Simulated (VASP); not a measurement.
A run of VASP 6.6.1 is set up as follows.

INCAR

```
PREC     = Accurate       # precision mode
ENCUT    = 500            # plane-wave cutoff, eV
EDIFF    = 1E-6           # SCF threshold, eV
ISMEAR   = 0              # smearing method
SIGMA    = 0.01           # smearing width, eV
LREAL    = F              # projectors in reciprocal space
LASPH    = T              # aspherical terms in the spheres
NELM     = 120            # most SCF steps
ALGO     = Normal         # electronic algorithm
ISIF     = 2              # what is computed and relaxed
LWAVE    = F              # write WAVECAR
LCHARG   = F              # write CHGCAR
GGA      = PE             # functional
NBANDS   = 17             # bands
GGA_COMPAT= F
```

KPOINTS

```
Automatic mesh
0
Gamma
  6 6 6
```

POSCAR

```
SnTe
1.0
    0.0000000000      3.1190210562      3.1190210562
    3.1190210562      0.0000000000      3.1190210562
    3.1190210562      3.1190210562      0.0000000000
Sn Te
1 1
Direct
    0.0000000000      0.0000000000      0.0000000000
    0.5000000000      0.5000000000      0.5000000000
```

Potentials or basis: VASP PAW PBE potentials, release 64 (Sn_d, Te).

Command:

```bash
$ cat potpaw_PBE.64/Sn_d/POTCAR potpaw_PBE.64/Te/POTCAR > POTCAR
$ mpirun -np 1 vasp_std > vasp.out
```

(1) Estimate the band gap on the k mesh.

(2) What does it give for the pressure?

Results:

(1) 0.19 eV, direct.

(2) 3.9 GPa.

Caveat: spin-orbit coupling is left out, which moves the levels of the heavy elements.
